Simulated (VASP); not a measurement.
# Zn: single point with BLYP

Crystal: Zn.

```xyz
1
Lattice="-1.6328 1.6328 1.6328 1.6328 -1.6328 1.6328 1.6328 1.6328 -1.6328" Properties=species:S:1:pos:R:3 pbc="T T T"
Zn    0.0000    0.0000    0.0000
```

```yaml
Program: VASP 6.6.1
Task: single point
Functional: BLYP
Potentials_or_basis: VASP PAW PBE potentials, release 64 (Zn)
Cutoff: 520 eV
k_mesh: 12 × 12 × 12
Occupations: fermi-dirac, width 0.05 eV
Spin: no spin polarisation
```

```json
{
 "Pressure": "0.2 GPa",
 "Band gap on the k mesh": "zero (band 6 reaches 6.68 eV, above the bottom of band 7 at 1.42 eV)"
}
```

Levels at points of the mesh, in eV from the Fermi level:
| k point | band 3 | band 4 | band 5 | band 6 | band 7 | band 8 | band 9 | band 10 |
| --- | --- | --- | --- | --- | --- | --- | --- | --- |
| (0.00, 0.00, 0.00) | -7.53 | -7.53 | -7.13 | -7.13 | 16.80 | 16.80 | 16.80 | 20.19 |
| (0.50, 0.00, 0.00) | -7.15 | -7.11 | -6.86 | -1.94 | -1.22 | 10.21 | 11.99 | 14.62 |
| (0.50, 0.50, 0.50) | -6.92 | -6.92 | -6.92 | 4.04 | 4.04 | 4.04 | 5.83 | 8.57 |

Wall time 29 s on 1 thread of AMD EPYC 7R13, with other jobs on the host, peak memory 0.11 GiB.

Caveat: the PAW data sets were made with another functional, which shifts forces and pressure a little.
